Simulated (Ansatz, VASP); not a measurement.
## Two plane-wave programs on GaTe3S

```xyz
5
Lattice="5.2604 0.0000 0.0000 0.0000 5.2604 0.0000 0.0000 0.0000 5.2604" Properties=species:S:1:pos:R:3 pbc="T T T"
Ga    0.0000    0.0000    0.0000
Te    0.0000    2.6302    2.6302
Te    2.6302    0.0000    2.6302
Te    2.6302    2.6302    0.0000
S     2.6302    2.6302    2.6302
```

Change from the starting cell: species swapped into the Pr3InO type (Pm-3m, No. 221).

Alike in both runs: task single point; functional PBE; k mesh 4 × 4 × 4; occupations gaussian, width 0.1 eV; no spin polarisation.

```csv
,VASP,Ansatz
version,VASP 6.6.1,Ansatz 0.2.0
potentials or method,"VASP PAW PBE potentials, release 64 (Ga_d, Te, S), cutoff 520 eV","scalar-relativistic, plane waves, PAW"
valence electrons in the cell,37,67
```

|  | VASP | Ansatz | Ansatz less VASP |
| --- | --- | --- | --- |
| gap on the k mesh at the Fermi level (eV) | none | none | - |
| pressure (GPa) | 2.5 | 2.5 | +0.07 |

A gap of «none» marks a metal or a gap that the smearing closes. VASP's potentials hold 37 valence electrons a cell and Ansatz's 67, so a difference there can come from the potentials and not from the codes.

Spin-orbit coupling is off throughout.
